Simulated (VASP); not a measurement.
# SrTiO3 (Pm-3m) in VASP: a series of runs

The runs below take SrTiO3 through single point, with PBE.

Program: VASP 6.6.1. These are calculated values, not measurements. Logs are shortened: lines on timing, memory, paths and dates and some standing lists are left out, and cuts for length are marked.

## Step 1: The cell of the first run

The structure is cubic, space group Pm-3m (No. 221). Conventional cell: a = 3.772 Å, b = 3.772 Å, c = 3.772 Å, α = 90.00°, β = 90.00°, γ = 90.00°. Sr (site symmetry m-3m) has 12 O at 2.67 Å and 8 Ti at 3.27 Å within 3.5 Å. Ti (site symmetry m-3m) has 6 O at 1.89 Å within 2.5 Å. Within 2.5 Å of O (site symmetry 4/mmm) lie 2 Ti at 1.89 Å.

## Step 2: Single point, PBE (10.74 Å³/atom)

INCAR

```
ALGO     = Normal         # electronic algorithm
EDIFF    = 1E-6           # SCF threshold, eV
ENCUT    = 520            # plane-wave cutoff, eV
GGA      = PE             # functional
ISIF     = 2              # what is computed and relaxed
ISMEAR   = 0              # smearing method
LASPH    = True           # aspherical terms in the spheres
LCHARG   = False          # write CHGCAR
LREAL    = False          # projectors in reciprocal space
LWAVE    = False          # write WAVECAR
NBANDS   = 28             # bands
NELM     = 60             # most SCF steps
PREC     = Accurate       # precision mode
SIGMA    = 0.02           # smearing width, eV
```

KPOINTS

```
k-points
0
Gamma
  8 8 8
```

POSCAR

```
SrTiO3
1.0
    3.7721929677      0.0000000000      0.0000000000
    0.0000000000      3.7721929677      0.0000000000
    0.0000000000      0.0000000000      3.7721929677
Sr Ti O
1 1 3
Direct
    0.5000000000      0.5000000000      0.5000000000
    0.0000000000      0.0000000000      0.0000000000
    0.5000000000      0.0000000000      0.0000000000
    0.0000000000      0.5000000000      0.0000000000
    0.0000000000      0.0000000000      0.5000000000
```

Potentials or basis: VASP PAW PBE potentials, release 64 (Sr_sv, Ti_sv, O).

Started as:

```
$ cat potpaw_PBE.64/Sr_sv/POTCAR potpaw_PBE.64/Ti_sv/POTCAR potpaw_PBE.64/O/POTCAR > POTCAR
$ mpirun -np 1 vasp_std > vasp.out
```

OUTCAR:

```text
EDIFF = 1E-6
   ENCUT = 520
   GGA = PE
   ISIF = 2
   ISMEAR = 0
   LASPH = True
   LREAL = False
   NELM = 60
   PREC = Accurate

 ion  position               nearest neighbor table
   1  0.500  0.500  0.500-   3 2.67   4 2.67   5 2.67   3 2.67   4 2.67   3 2.67   5 2.67   3 2.67
                             4 2.67   5 2.67   4 2.67   5 2.67   2 3.27   2 3.27   2 3.27   2 3.27
   2  0.000  0.000  0.000-   3 1.89   4 1.89   5 1.89   5 1.89   4 1.89   3 1.89   1 3.27   1 3.27
                             1 3.27   1 3.27   1 3.27   1 3.27   1 3.27   1 3.27
   3  0.500  0.000  0.000-   2 1.89   2 1.89   1 2.67   1 2.67   1 2.67   1 2.67
   4  0.000  0.500  0.000-   2 1.89   2 1.89   1 2.67   1 2.67   1 2.67   1 2.67
   5  0.000  0.000  0.500-   2 1.89   2 1.89   1 2.67   1 2.67   1 2.67   1 2.67

  LATTYP: Found a simple cubic cell.
 ALAT       =     3.7721929677

  Lattice vectors:

 A1 = (   3.7721929677,   0.0000000000,   0.0000000000)
 A2 = (   0.0000000000,   3.7721929677,   0.0000000000)
 A3 = (   0.0000000000,   0.0000000000,   3.7721929677)

Analysis of symmetry for initial positions (statically):
=====================================================================
 Subroutine PRICEL returns:
 Original cell was already a primitive cell.

 Routine SETGRP: Setting up the symmetry group for a
 simple cubic supercell.

 Subroutine GETGRP returns: Found 48 space group operations
 (whereof 48 operations were pure point group operations)
 out of a pool of 48 trial point group operations.

The static configuration has the point symmetry O_h .

Analysis of symmetry for dynamics (positions and initial velocities):
=====================================================================
 Subroutine PRICEL returns:
 Original cell was already a primitive cell.

 Routine SETGRP: Setting up the symmetry group for a
 simple cubic supercell.

 Subroutine GETGRP returns: Found 48 space group operations
 (whereof 48 operations were pure point group operations)
 out of a pool of 48 trial point group operations.

The dynamic configuration has the point symmetry O_h .

 Subroutine INISYM returns: Found 48 space group operations
 (whereof 48 operations are pure point group operations),
 and found     1 'primitive' translations

----------------------------------------------------------------------------------------

[... 91 lines left out ...]
   ICHARG =      2    charge: 1-file 2-atom 10-const
   ISPIN  =      1    spin polarized calculation?
   LNONCOLLINEAR =      F non collinear calculations
   LSORBIT =      F    spin-orbit coupling
   LASPH  =      T    aspherical Exc in radial PAW
   ENCUT  =  520.0 eV  38.22 Ry    6.18 a.u.   7.01  7.01  7.01*2*pi/ulx,y,z
   NELM   =     60;   NELMIN=  2; NELMDL= -5     # of ELM steps
   EDIFF  = 0.1E-05   stopping-criterion for ELM
   LREAL  =      F    real-space projection
   EDIFFG = 0.1E-04   stopping-criterion for IOM
   NSW    =      0    number of steps for IOM
   IBRION =     -1    ionic relax: 0-MD 1-quasi-New 2-CG
   NFREE  =      0    steps in history (QN), initial steepest desc. (CG)
   ISIF   =      2    stress and relaxation
   ISYM   =      2    0-nonsym 1-usesym 2-fastsym
   POTIM  = 0.5000    time-step for ionic-motion
   TEBEG  =    0.0;   TEEND  =   0.0 temperature during run
   PSTRESS=    0.0 pullay stress
   NELECT =      40.0000    total number of electrons
   NUPDOWN=      -1.0000    fix difference up-down
   EMIN   =  10.00;   EMAX   =-10.00  energy-range for DOS
   EFERMI =   0.00;   METHOD = LEGACY
   ISMEAR =     0;   SIGMA  =   0.02  broadening in eV -4-tet -1-fermi 0-gaus
   EFERMI_NEDOS =   21; number of points for ismear=-14 and -15
   IALGO  =     38    algorithm
   IMIX   =      4    mixing-type and parameters
     AMIX     =   0.40;   BMIX     =  1.00
     AMIX_MAG =   1.60;   BMIX_MAG =  1.00
  volume/ion in A,a.u.               =      10.74        72.44
  Fermi-wavevector in a.u.,A,eV,Ry     =   1.484229  2.804786 29.972762  2.202936
  Thomas-Fermi vector in A             =   2.597792
   LORBIT       =      0    0 simple, 1 ext, 2 COOP (PROOUT), +10 PAW based schemes
   GGA     = PE    functional components
   LHFCALC =     F    Hartree Fock is set to
   AEXX    =    0.0000 exact exchange contribution
   IVDW    =     0    specifies the selected vdW correction
   LEPSILON=     F    determine dielectric tensor
   LRPA    =     F    only Hartree local field effects (RPA)
 non-spin polarized calculation
 Gauss-broadening in eV      SIGMA  =   0.02
  energy-cutoff  :      520.00
  volume of cell :       53.68
 maximum number of plane-waves:      1472
   NGX = 15   NGY = 15   NGZ = 15

 number of electron      39.9999977 magnetization

 Free energy of the ion-electron system (eV)
  ---------------------------------------------------
  ext. energy  EPLUGINS =         0.00000000
  ---------------------------------------------------
  free energy    TOTEN  =       -39.47273277 eV

  energy without entropy =      -39.47273277  energy(sigma->0) =      -39.47273277

 E-fermi :   5.3065     XC(G=0): -11.8297

 val. band max:        5.0581255447   @ k =   0.5000   0.5000   0.5000
 cond. band min:       7.0951072440   @ k =   0.0000   0.0000   0.0000
 fundamental gap:      2.0369816993
 Fermi energy:         5.3065338692

 k-point     1 :       0.0000    0.0000    0.0000
  band No.  band energies     occupation
      1     -50.9691      2.00000
      2     -27.4355      2.00000
      3     -27.2949      2.00000
      4     -27.2949      2.00000
      5     -27.2949      2.00000
      6     -12.7513      2.00000
[... 733 lines left out ...]
     27      14.3732      0.00000
     28      14.4063      0.00000

 [... further k-points ...]
[... 5 lines left out ...]
  --------------------------------------------------------------------------------------
  -------------------------------------------------------------------------------------
  Total        9.9420620      9.9420620      9.9420620      0.0000000      0.0000000      0.0000000
  in kB      296.7599896    296.7599896    296.7599896      0.0000000      0.0000000      0.0000000
  external PRESSURE =     296.7599896 kB  Pullay stress =       0.0000000 kB

 VOLUME and BASIS-vectors are now :
 -----------------------------------------------------------------------------
  energy-cutoff  :      520.00
  volume of cell :       53.68
      direct lattice vectors                 reciprocal lattice vectors
     3.772192968  0.000000000  0.000000000     0.265097785  0.000000000  0.000000000
     0.000000000  3.772192968  0.000000000     0.000000000  0.265097785  0.000000000
     0.000000000  0.000000000  3.772192968     0.000000000  0.000000000  0.265097785

 POSITION                                       TOTAL-FORCE (eV/Angst)
 -----------------------------------------------------------------------------------
      1.88610      1.88610      1.88610         0.000000      0.000000      0.000000
      0.00000      0.00000      0.00000         0.000000      0.000000      0.000000
      1.88610      0.00000      0.00000         0.000000      0.000000      0.000000
      0.00000      1.88610      0.00000         0.000000      0.000000      0.000000
      0.00000      0.00000      1.88610         0.000000      0.000000      0.000000
 -----------------------------------------------------------------------------------
    total drift:                                0.000000      0.000000     -0.000000

  FREE ENERGIE OF THE ION-ELECTRON SYSTEM (eV)
  ---------------------------------------------------
  free  energy   TOTEN  =       -39.4727327674 eV

  energy  without entropy=      -39.4727327674  energy(sigma->0) =      -39.47273277
```

OSZICAR:

```text
N       E                     dE             d eps       ncg     rms          rms(c)
DAV:   1     0.430813449690E+03    0.43081E+03   -0.21245E+04  1960   0.159E+03
DAV:   2    -0.732217093402E+01   -0.43814E+03   -0.41738E+03  2240   0.442E+02
DAV:   3    -0.470415585446E+02   -0.39719E+02   -0.39410E+02  2284   0.135E+02
DAV:   4    -0.492955595396E+02   -0.22540E+01   -0.22502E+01  3296   0.271E+01
DAV:   5    -0.493329044398E+02   -0.37345E-01   -0.37333E-01  2496   0.300E+00    0.313E+01
DAV:   6    -0.393655886324E+02    0.99673E+01   -0.48712E+01  2676   0.683E+01    0.179E+01
DAV:   7    -0.394784211289E+02   -0.11283E+00   -0.58474E+00  2452   0.189E+01    0.129E+01
DAV:   8    -0.395507651740E+02   -0.72344E-01   -0.12438E+00  2376   0.125E+01    0.332E+00
DAV:   9    -0.394763043237E+02    0.74461E-01   -0.28674E-01  2332   0.616E+00    0.989E-01
DAV:  10    -0.394772164572E+02   -0.91213E-03   -0.82859E-02  2564   0.208E+00    0.633E-01
DAV:  11    -0.394727827799E+02    0.44337E-02   -0.21454E-02  2996   0.126E+00    0.126E-01
DAV:  12    -0.394727248595E+02    0.57920E-04   -0.13362E-03  2276   0.471E-01    0.901E-02
DAV:  13    -0.394727435497E+02   -0.18690E-04   -0.46373E-04  2648   0.157E-01    0.441E-02
DAV:  14    -0.394727358784E+02    0.76713E-05   -0.52224E-05  2616   0.636E-02    0.222E-02
DAV:  15    -0.394727326786E+02    0.31999E-05   -0.11316E-05  2716   0.249E-02    0.139E-02
DAV:  16    -0.394727327674E+02   -0.88794E-07   -0.69308E-06  2380   0.246E-02
   1 F= -.39472733E+02 E0= -.39472733E+02  d E =-.665446E-71
```

It took 68 s on 1 thread of Intel Xeon 8259CL, shared host; peak memory 0.19 GiB.

Results:

* Free energy: -39.4727 eV
* Pressure: 29.7 GPa
* Band gap on the k mesh: 2.04 eV (least direct gap 2.31 eV)

Caveat: the cell stands under pressure.

## Step 3: Single point, PBE (11.10 Å³/atom)

This run uses another cell than the first one, of 11.10 Å³/atom.

INCAR

```
ALGO = Normal
EDIFF = 1E-6
ENCUT = 520
GGA = PE
ISIF = 2
ISMEAR = 0
LASPH = T
LCHARG = F
LREAL = F
LWAVE = F
NBANDS = 28
NELM = 100
PREC = Accurate
SIGMA = 0.02
```

KPOINTS is that of step 2.

Edit POSCAR of step 2 so:

```diff
@@ -2,5 +2,5 @@
 1.0
-    3.7721929677      0.0000000000      0.0000000000
-    0.0000000000      3.7721929677      0.0000000000
-    0.0000000000      0.0000000000      3.7721929677
+    3.8145807062      0.0000000000      0.0000000000
+    0.0000000000      3.8145807062      0.0000000000
+    0.0000000000      0.0000000000      3.8145807062
 Sr Ti O
```

Potentials or basis: VASP PAW PBE potentials, release 64 (Sr_sv, Ti_sv, O).

Started as:

```
$ cat potpaw_PBE.64/Sr_sv/POTCAR potpaw_PBE.64/Ti_sv/POTCAR potpaw_PBE.64/O/POTCAR > POTCAR
$ mpirun -np 1 vasp_std > vasp.out
```

It took 77 s on 1 thread of Intel Xeon 8259CL, shared host; peak memory 0.2 GiB.

Results (log left out):

```
Free energy            : -39.7609 eV
Pressure               : 20.6 GPa
Band gap on the k mesh : 1.98 eV (least direct gap 2.29 eV)
```

Levels at points of the mesh, in eV from the valence-band top:
| k point | band 18 | band 19 | band 20 | band 21 | band 22 | band 23 |
| --- | --- | --- | --- | --- | --- | --- |
| (0.00, 0.00, 0.00) | -0.31 | -0.31 | -0.31 | 1.98 | 1.98 | 1.98 |
| (0.50, 0.00, 0.00) | -2.21 | -0.71 | -0.71 | 2.19 | 4.16 | 4.16 |
| (0.50, 0.50, 0.00) | -1.64 | -1.64 | -0.11 | 4.17 | 4.17 | 4.65 |
| (0.50, 0.50, 0.50) | 0.00 | 0.00 | 0.00 | 4.92 | 4.92 | 4.92 |

Caveat: the cell stands under pressure.
